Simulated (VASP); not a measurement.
A run of VASP 6.6.1 is set up as follows.

The input POSCAR:

```
Sr2ZnI6Cl
1.0
    0.0000000000      5.5255560000      5.5255560000
    5.5255560000      0.0000000000      5.5255560000
    5.5255560000      5.5255560000      0.0000000000
Zn Cl I Sr
1 1 6 2
Direct
    0.5000000000      0.5000000000      0.5000000000
    0.0000000000      0.0000000000      0.0000000000
    0.7250000000      0.2750000000      0.2750000000
    0.2750000000      0.7250000000      0.2750000000
    0.2750000000      0.7250000000      0.7250000000
    0.7250000000      0.2750000000      0.7250000000
    0.2750000000      0.2750000000      0.7250000000
    0.7250000000      0.7250000000      0.2750000000
    0.2500000000      0.2500000000      0.2500000000
    0.7500000000      0.7500000000      0.7500000000
```

Contents of INCAR.step1:

```
SYSTEM = Sr2ZnI6Cl
  PREC = Accurate
  ENCUT = 520
  ISMEAR = -1
  SIGMA = 0.0292
  LREAL = .FALSE.
  LASPH = .TRUE.
  NELM = 100
  NBANDS = 52
  GGA = PE
  ALGO = Normal
  EDIFF = 1E-4
  LWAVE = .TRUE.
  LCHARG = .FALSE.
```

The input INCAR.step2:

```
SYSTEM = Sr2ZnI6Cl
  PREC = Accurate
  ENCUT = 520
  EDIFF = 1E-6
  ISMEAR = -1
  SIGMA = 0.0292
  LREAL = .FALSE.
  LASPH = .TRUE.
  NELM = 100
  ALGO = Normal
  ISIF = 2
  LWAVE = .FALSE.
  LCHARG = .TRUE.
  METAGGA = R2SCAN
  LMIXTAU = .TRUE.
  LELF = .TRUE.
  LVHAR = .TRUE.
  NBANDS = 52
  ISTART = 1
```

Contents of KPOINTS:

```
Automatic mesh
0
G
  3 3 3
  0 0 0
```

Potentials or basis: VASP PAW PBE potentials, release 64 (Zn, Cl, I, Sr_sv).

Launch:

```sh
$ cat potpaw_PBE.64/Zn/POTCAR potpaw_PBE.64/Cl/POTCAR potpaw_PBE.64/I/POTCAR potpaw_PBE.64/Sr_sv/POTCAR > POTCAR
$ cp INCAR.step1 INCAR
$ mpirun -np 1 vasp_std > vasp.out
$ cp INCAR.step2 INCAR
$ mpirun -np 1 vasp_std > vasp.out
```

Question: Predict the largest force.

Answer: 2.789 eV/Å.

Question: Predict the pressure.

Answer: 7.2 GPa.

Forces on the atoms (eV/Å):
```
Zn   0.000  0.000  0.000
Cl   0.000  0.000  0.000
I   -2.789  0.000  0.000
I    0.000 -2.789  0.000
I    2.789  0.000  0.000
I    0.000  2.789  0.000
I    0.000  0.000 -2.789
I    0.000  0.000  2.789
Sr   0.000  0.000  0.000
Sr   0.000  0.000  0.000
```

Caveat: the PAW data sets were made with another functional, which shifts forces and pressure a little; an odd number of electrons without spin polarisation forces a metal; a magnetic or distorted state may lie lower.
